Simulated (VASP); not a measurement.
# ZnSn2O8 (a cell with a defect) in VASP: relaxation of the atoms with PBE

Aim: the relaxation of the atoms of ZnSn2O8 (a cell with a defect) with PBE.

Program: VASP 6.6.1. These are calculated values, not measurements. Logs are shortened: lines on timing, memory, paths and dates and some standing lists are left out, and cuts for length are marked.

## 1. The cell of the first run

The cell holds a defect, 11 atoms: a = 5.813 Å, b = 5.813 Å, c = 5.813 Å, α = 108.08°, β = 108.08°, γ = 112.29°.

## 2. Relaxation of the atoms, PBE (atoms taken out)

INCAR reads:

```
  ALGO = Normal
  EDIFF = 1E-6
  EDIFFG = -0.02
  ENCUT = 520
  GGA = PE
  IBRION = 2
  ISIF = 2
  ISMEAR = 0
  LASPH = True
  LCHARG = False
  LREAL = False
  LWAVE = False
  NELM = 80
  NSW = 80
  PREC = Accurate
  SIGMA = 0.02
```

KPOINTS reads:

```
k-points
0
Gamma
  3 3 3
```

POSCAR reads:

```
ZnSn2O8
1.0
    0.0000000000      4.8271903452     -3.2381522545
    0.0000000000     -4.8271903452     -3.2381522545
   -4.8271903452      0.0000000000      3.2381522545
Zn Sn O
1 2 8
Direct
   -0.2500000000      0.2500000000      0.5000000000
    0.0000000000      0.0000000000      0.0000000000
    0.5000000000      0.5000000000      0.0000000000
    0.5565765234      0.7500000000      0.8065765234
    0.0565765234      0.2500000000      0.8065765234
    0.9434234766      0.7500000000      0.1934234766
    0.4434234766      0.2500000000      0.1934234766
    0.5000000000      0.1934234766      0.6934234766
    0.0000000000      0.6934234766      0.6934234766
    0.5000000000      0.8065765234      0.3065765234
    0.0000000000      0.3065765234      0.3065765234
```

Potentials or basis: VASP PAW PBE potentials, release 64 (Zn, Sn_d, O).

Launch:

```
cat potpaw_PBE.64/Zn/POTCAR potpaw_PBE.64/Sn_d/POTCAR potpaw_PBE.64/O/POTCAR > POTCAR
mpirun -np 1 vasp_std > vasp.out
```

OUTCAR:

```text
EDIFF = 1E-6
   EDIFFG = -0.02
   ENCUT = 520
   GGA = PE
   IBRION = 2
   ISIF = 2
   ISMEAR = 0
   LASPH = True
   LREAL = False
   NELM = 80
   NSW = 80
   PREC = Accurate

 ion  position               nearest neighbor table
   1  0.750  0.250  0.500-   8 2.09  11 2.09  10 2.09   9 2.09   5 2.09   7 2.09
   2  0.000  0.000  0.000-   5 2.09   6 2.09   4 2.09   7 2.09   9 2.09  11 2.09   3 3.24   3 3.24

   3  0.500  0.500  0.000-   4 2.09   7 2.09   6 2.09   5 2.09   8 2.09  10 2.09   2 3.24   2 3.24

   4  0.557  0.750  0.807-   3 2.09   2 2.09
   5  0.057  0.250  0.807-   2 2.09   3 2.09   1 2.09
   6  0.943  0.750  0.193-   2 2.09   3 2.09
   7  0.443  0.250  0.193-   3 2.09   2 2.09   1 2.09
   8  0.500  0.193  0.693-   1 2.09   3 2.09
   9  0.000  0.693  0.693-   1 2.09   2 2.09
  10  0.500  0.807  0.307-   1 2.09   3 2.09
  11  0.000  0.307  0.307-   1 2.09   2 2.09

  LATTYP: Found a body centered tetragonal cell.
 ALAT       =     6.8266780543
 C/A-ratio  =     0.9486758358

  Lattice vectors:

 A1 = (   0.0000000000,   4.8271903452,  -3.2381522545)
 A2 = (   0.0000000000,  -4.8271903452,  -3.2381522545)
 A3 = (  -4.8271903452,   0.0000000000,   3.2381522545)

Analysis of symmetry for initial positions (statically):
=====================================================================
 Subroutine PRICEL returns:
 Original cell was already a primitive cell.

 Routine SETGRP: Setting up the symmetry group for a
 body centered tetragonal supercell.

 Subroutine GETGRP returns: Found  8 space group operations
 (whereof  4 operations were pure point group operations)
 out of a pool of 16 trial point group operations.

The static configuration has the point symmetry C_2v.
 The point group associated with its full space group is D_2h.

Analysis of symmetry for dynamics (positions and initial velocities):
=====================================================================
 Subroutine PRICEL returns:
 Original cell was already a primitive cell.

 Routine SETGRP: Setting up the symmetry group for a
 body centered tetragonal supercell.

 Subroutine GETGRP returns: Found  8 space group operations
 (whereof  4 operations were pure point group operations)
 out of a pool of 16 trial point group operations.

The dynamic configuration has the point symmetry C_2v.
 The point group associated with its full space group is D_2h.

 Subroutine INISYM returns: Found  8 space group operations
 (whereof  4 operations are pure point group operations),
 and found     1 'primitive' translations

----------------------------------------------------------------------------------------

                                     Primitive cell

  volume of cell :     150.9093

  direct lattice vectors                    reciprocal lattice vectors
     0.000000000  4.827190345 -3.238152255    -0.103579922  0.103579922 -0.154409046
     0.000000000 -4.827190345 -3.238152255    -0.103579922 -0.103579922 -0.154409046
    -4.827190345  0.000000000  3.238152255    -0.207159844  0.000000000  0.000000000

  length of vectors
     5.812692720  5.812692720  5.812692720     0.212837389  0.212837389  0.207159844

  position of ions in fractional coordinates (direct lattice)
     0.750000000  0.250000000  0.500000000
     0.000000000  0.000000000  0.000000000
     0.500000000  0.500000000  0.000000000
     0.556576523  0.750000000  0.806576523
     0.056576523  0.250000000  0.806576523
     0.943423477  0.750000000  0.193423477
     0.443423477  0.250000000  0.193423477
     0.500000000  0.193423477  0.693423477
     0.000000000  0.693423477  0.693423477
     0.500000000  0.806576523  0.306576523
     0.000000000  0.306576523  0.306576523

  ion indices of the primitive-cell ions
   primitive index   ion index
                 1           1
                 2           2
                 3           3
                 4           4
                 5           5
                 6           6
                 7           7
                 8           8
                 9           9
                10          10
                11          11

----------------------------------------------------------------------------------------

 KPOINTS: k-points

Automatic generation of k-mesh.
 Grid dimensions read from file:
 generate k-points for:    3    3    3

 Generating k-lattice:

  Cartesian coordinates                     Fractional coordinates (reciprocal lattice)
    -0.034526641  0.034526641 -0.051469682     0.333333333  0.000000000 -0.000000000
    -0.034526641 -0.034526641 -0.051469682     0.000000000  0.333333333 -0.000000000
    -0.069053281  0.000000000  0.000000000     0.000000000  0.000000000  0.333333333

  Length of vectors
     0.070945796  0.070945796  0.069053281

  Shift w.r.t. Gamma in fractional coordinates (k-lattice)
     0.000000000  0.000000000  0.000000000

 Subroutine IBZKPT returns following result:
 ===========================================

 Found      8 irreducible k-points:

 Following reciprocal coordinates:
            Coordinates               Weight
  0.000000  0.000000  0.000000      1.000000
  0.333333  0.000000 -0.000000      4.000000
  0.333333  0.000000 -0.333333      4.000000
  0.333333  0.333333 -0.000000      8.000000
 -0.333333  0.333333  0.000000      4.000000
 -0.333333  0.333333  0.333333      2.000000
  0.333333 -0.333333  0.333333      2.000000
 -0.333333 -0.333333  0.333333      2.000000
   k-points           NKPTS =      8   k-points in BZ     NKDIM =      8   number of bands    NBANDS=     52
   number of dos      NEDOS =    301   number of ions     NIONS =     11
   total plane-waves  NPLWV = 110592
   dimension x,y,z NGX =    48 NGY =   48 NGZ =   48
   dimension x,y,z NGXF=    96 NGYF=   96 NGZF=   96
   ions per type =               1   2   8
   NGX,Y,Z   is equivalent  to a cutoff of  13.73, 13.73, 13.73 a.u.
   NGXF,Y,Z  is equivalent  to a cutoff of  27.46, 27.46, 27.46 a.u.
 SYSTEM =  unknown system
   PREC   = accura    normal or accurate (medium, high low for compatibility)
   ISTART =      0    job   : 0-new  1-cont  2-samecut
   ICHARG =      2    charge: 1-file 2-atom 10-const
   ISPIN  =      1    spin polarized calculation?
   LNONCOLLINEAR =      F non collinear calculations
   LSORBIT =      F    spin-orbit coupling
   LASPH  =      T    aspherical Exc in radial PAW
   ENCUT  =  520.0 eV  38.22 Ry    6.18 a.u.  10.81 10.81 10.81*2*pi/ulx,y,z
   NELM   =     80;   NELMIN=  2; NELMDL= -5     # of ELM steps
   EDIFF  = 0.1E-05   stopping-criterion for ELM
   LREAL  =      F    real-space projection
   EDIFFG = -.2E-01   stopping-criterion for IOM
   NSW    =     80    number of steps for IOM
   IBRION =      2    ionic relax: 0-MD 1-quasi-New 2-CG
   NFREE  =      1    steps in history (QN), initial steepest desc. (CG)
   ISIF   =      2    stress and relaxation
   ISYM   =      2    0-nonsym 1-usesym 2-fastsym
   POTIM  = 0.5000    time-step for ionic-motion
   TEBEG  =    0.0;   TEEND  =   0.0 temperature during run
   PSTRESS=    0.0 pullay stress
   NELECT =      88.0000    total number of electrons
   NUPDOWN=      -1.0000    fix difference up-down
   EMIN   =  10.00;   EMAX   =-10.00  energy-range for DOS
   EFERMI =   0.00;   METHOD = LEGACY
   ISMEAR =     0;   SIGMA  =   0.02  broadening in eV -4-tet -1-fermi 0-gaus
   EFERMI_NEDOS =   21; number of points for ismear=-14 and -15
   IALGO  =     38    algorithm
   IMIX   =      4    mixing-type and parameters
     AMIX     =   0.40;   BMIX     =  1.00
     AMIX_MAG =   1.60;   BMIX_MAG =  1.00
  volume/ion in A,a.u.               =      13.72        92.58
  Fermi-wavevector in a.u.,A,eV,Ry     =   1.367719  2.584615 25.451826  1.870656
  Thomas-Fermi vector in A             =   2.493747
   LORBIT       =      0    0 simple, 1 ext, 2 COOP (PROOUT), +10 PAW based schemes
   GGA     = PE    functional components
   LHFCALC =     F    Hartree Fock is set to
   AEXX    =    0.0000 exact exchange contribution
   IVDW    =     0    specifies the selected vdW correction
   LEPSILON=     F    determine dielectric tensor
   LRPA    =     F    only Hartree local field effects (RPA)
 conjugate gradient relaxation of ions
 non-spin polarized calculation
 Gauss-broadening in eV      SIGMA  =   0.02
  energy-cutoff  :      520.00
  volume of cell :      150.91
 maximum number of plane-waves:      4079
 NGX is ok and might be reduce to    48
   NGX = 21   NGY = 21   NGZ = 21

--------------------------------------- Ionic step        1  -------------------------------------------

 number of electron      87.9999997 magnetization

 Free energy of the ion-electron system (eV)
  ---------------------------------------------------
  ext. energy  EPLUGINS =         0.00000000
  ---------------------------------------------------
  free energy    TOTEN  =       -51.02214034 eV

  energy without entropy =      -51.01325653  energy(sigma->0) =      -51.01769843

------------------------ aborting loop because EDIFF is reached ----------------------------------------

  FORCE on cell =-STRESS in cart. coord.  units (eV):
  Direction    XX          YY          ZZ          XY          YZ          ZX
  --------------------------------------------------------------------------------------
  -------------------------------------------------------------------------------------
  Total       -4.3302495     -4.3302495     -3.6983857     -0.2905691      0.0000000      0.0000000
  in kB      -45.9734815    -45.9734815    -39.2650967     -3.0849197      0.0000000      0.0000000
  external PRESSURE =     -43.7373532 kB  Pullay stress =       0.0000000 kB
[... 116 lines left out ...]
  FREE ENERGIE OF THE ION-ELECTRON SYSTEM (eV)
  ---------------------------------------------------
  free  energy   TOTEN  =       -51.1537449194 eV

  energy  without entropy=      -51.1440941608  energy(sigma->0) =      -51.14891954

[... ionic steps 4 to 9 ...]

--------------------------------------- Ionic step       10  -------------------------------------------

 number of electron      87.9999993 magnetization

------------------------ aborting loop because EDIFF is reached ----------------------------------------

  FORCE on cell =-STRESS in cart. coord.  units (eV):
  Direction    XX          YY          ZZ          XY          YZ          ZX
  --------------------------------------------------------------------------------------
  -------------------------------------------------------------------------------------
  Total       -2.0732456     -2.0732456     -1.8336023     -0.3268442      0.0000000      0.0000000
  in kB      -22.0112761    -22.0112761    -19.4670262     -3.4700457      0.0000000      0.0000000
  external PRESSURE =     -21.1631928 kB  Pullay stress =       0.0000000 kB
[... 75 lines left out ...]
  energy  without entropy=      -51.2822475616  energy(sigma->0) =      -51.28745605

--------------------------------------- Ionic step       12  -------------------------------------------

 number of electron      87.9999991 magnetization

 Free energy of the ion-electron system (eV)
  ---------------------------------------------------
  ext. energy  EPLUGINS =         0.00000000
  ---------------------------------------------------
  free energy    TOTEN  =       -51.29330103 eV

  energy without entropy =      -51.28307026  energy(sigma->0) =      -51.28818564

 E-fermi :   1.0300     XC(G=0):  -9.9168

 val. band max:        1.0233802202   @ k =  -0.3333   0.3333   0.3333
 cond. band min:       1.0329278757   @ k =   0.3333   0.0000  -0.0000
 fundamental gap:      0.0095476555
 Fermi energy:         1.0299735565

 k-point     1 :       0.0000    0.0000    0.0000
  band No.  band energies     occupation
      1     -19.2824      2.00000
      2     -19.1909      2.00000
      3     -18.8548      2.00000
      4     -18.5945      2.00000
      5     -18.5759      2.00000
      6     -18.4738      2.00000
[... 467 lines left out ...]
  FREE ENERGIE OF THE ION-ELECTRON SYSTEM (eV)
  ---------------------------------------------------
  free  energy   TOTEN  =       -51.2933010286 eV

  energy  without entropy=      -51.2830702550  energy(sigma->0) =      -51.28818564

 reached required accuracy - stopping structural energy minimisation
```

It took 29 min on 1 thread of AMD EPYC 7R43 (Zen 3), shared host; peak memory 0.31 GiB.

What came out:

- Free energy: -51.2933 eV
- Energy gained by relaxing: 24.7 meV/atom
- Ionic steps: 12
- Pressure after relaxing: -2.2 GPa
- Largest force after relaxing: 0.008 eV/Å
- Band gap on the k mesh: zero (bands 44 and 45 overlap by 0.25 eV)

Forces in eV/Å, atoms in the order of the input:
```
Zn   0.000  0.000  0.000
Sn   0.000  0.000 -0.002
Sn   0.000  0.000  0.002
O   -0.002  0.002  0.000
O   -0.005  0.005  0.000
O    0.002 -0.002  0.000
O    0.005 -0.005  0.000
O   -0.001 -0.001 -0.008
O   -0.001 -0.001  0.008
O    0.001  0.001 -0.008
O    0.001  0.001  0.008
```

Stress tensor (GPa, compression positive):
```
-2.33 -0.29  0.00
-0.29 -2.33  0.00
 0.00  0.00 -2.09
```

Step by step:
| step | energy change (eV) | largest force (eV/Å) | pressure (GPa) |
| --- | --- | --- | --- |
| 1 | 0.0000 | 0.6118 | -4.37 |
| 2 | -0.0740 | 0.5105 | -4.46 |
| 3 | -0.1316 | 1.0147 | -4.58 |
| 4 | -0.1385 | 0.7284 | -4.67 |
| 5 | -0.1983 | 0.5721 | -3.86 |
| 6 | -0.2597 | 0.2606 | -1.95 |
| 7 | -0.2599 | 0.2682 | -1.84 |
| 8 | -0.2675 | 0.1759 | -1.85 |
| 9 | -0.2676 | 0.1797 | -1.86 |
| 10 | -0.2705 | 0.0700 | -2.12 |
| 11 | -0.2705 | 0.0640 | -2.08 |
| 12 | -0.2712 | 0.0082 | -2.25 |

Final structure:
```
CELL_PARAMETERS angstrom
0.00000 4.82719 -3.23815
0.00000 -4.82719 -3.23815
-4.82719 0.00000 3.23815
ATOMIC_POSITIONS crystal
Zn 0.75000 0.25000 0.50000
Sn 0.99788 0.99788 0.00000
Sn 0.50212 0.50212 0.00000
O 0.55150 0.75000 0.80150
O 0.06040 0.25000 0.81040
O 0.94850 0.75000 0.19850
O 0.43960 0.25000 0.18960
O 0.53006 0.22539 0.69533
O 0.96994 0.66527 0.69533
O 0.53006 0.83473 0.30467
O 0.96994 0.27461 0.30467
```

Levels at points of the mesh, in eV from the Fermi level:
```tsv
k point	band 40	band 41	band 42	band 43	band 44	band 45	band 46	band 47
(0.00, 0.00, 0.00)	-0.38	-0.29	-0.24	-0.20	0.06	0.17	0.17	0.39
```

Caveat: the k points lie up to 0.45 Å⁻¹ apart; the cell differs from its parent crystal (atoms taken out); spin-orbit coupling is left out, which moves the levels of the heavy elements.
